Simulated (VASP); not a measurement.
Mn:

```
CELL_PARAMETERS angstrom
2.55179 0.00000 0.00000
-1.27589 2.20991 0.00000
0.00000 0.00000 8.33414
ATOMIC_POSITIONS crystal
Mn 0.00000 0.00000 0.00000
Mn 0.00000 0.00000 0.50000
Mn 0.33333 0.66667 0.25000
Mn 0.66667 0.33333 0.75000
```

This isn't the form of Mn at room conditions, which is a 58-atom cubic cell.

```yaml
Program: VASP 6.6.1
Task: relaxation of cell and atoms
Functional: revPBE
Potentials_or_basis: VASP PAW PBE potentials, release 64 (Mn_pv)
Cutoff: 500 eV
k_mesh: 14 × 14 × 4
Occupations: fermi-dirac, width 0.05 eV
Spin: collinear spin, antiferromagnetic start
Starting_moments: "[3.0, 3.0, -3.0, -3.0] μB"
```

At the start: pressure -8.9 GPa; volume 11.75 Å³/atom.

Q: How do energy, volume and symmetry change on relaxing?

A: Over 8 steps the energy falls by 23.3 meV/atom and the volume is 11.01 Å³/atom (-6.3 %); space group P6_3/mmc (No. 194, to 0.1 Å) before and after; moment 0.19 μB per cell.

Step by step:
| step | energy change (eV) | largest force (eV/Å) | pressure (GPa) | volume (Å³) |
| --- | --- | --- | --- | --- |
| 1 | 0.0000 | 0.0000 | -8.94 | 47.00 |
| 2 | -0.0639 | 0.0000 | 6.92 | 42.68 |
| 3 | -0.0920 | 0.0000 | -0.03 | 44.07 |
| 4 | -0.0920 | 0.0000 | 0.21 | 44.01 |
| 5 | -0.0930 | 0.0000 | 0.19 | 43.98 |
| 6 | -0.0930 | 0.0000 | 0.20 | 43.98 |
| 7 | -0.0930 | 0.0000 | -0.14 | 44.06 |
| 8 | -0.0931 | 0.0000 | 0.00 | 44.03 |

Final structure:
```
Mn
1.0
     2.50238    0.00000    0.00000
    -1.25119    2.16712    0.00000
     0.00000    0.00000    8.11850
Mn
4
Direct
  0.00000 0.00000 0.00000
  0.00000 0.00000 0.50000
  0.33333 0.66667 0.25000
  0.66667 0.33333 0.75000
```

Caveat: the PAW data sets were made with another functional, which shifts forces and pressure a little.
